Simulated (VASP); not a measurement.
Crystal: Cr.

```
CELL_PARAMETERS angstrom
2.71400 0.00000 0.00000
-1.35700 2.35039 0.00000
0.00000 0.00000 4.41000
ATOMIC_POSITIONS crystal
Cr 0.66667 0.33333 0.75000
Cr 0.33333 0.66667 0.25000
```

Base run:

* Program: VASP 6.6.1
* Functional: PBE
* Potentials or basis: VASP PAW PBE potentials, release 64 (Cr_pv)
* Cutoff: 520 eV
* k mesh: 11 × 11 × 6
* Occupations: fermi-dirac, width 0.05 eV
* Spin: collinear spin, ferrimagnetic start
* Starting moments: [-1.14, 2.22] μB

Its results: band gap on the k mesh zero (filled and empty bands overlap); pressure -22.5 GPa; net moment 2.01 μB per cell; site moments Cr +0.15, +1.72 μB.

Question: The run is repeated on the same cell with these changes: spin from collinear spin, ferrimagnetic start to collinear spin, antiferromagnetic start; moments at the start from [-1.14, 2.22] to [3.0, -3.0]. What comes out?

Answer: Band gap on the k mesh zero (filled and empty bands overlap); pressure -12.1 GPa; net moment 0.00 μB per cell; site moments Cr +2.08, -2.08 μB.
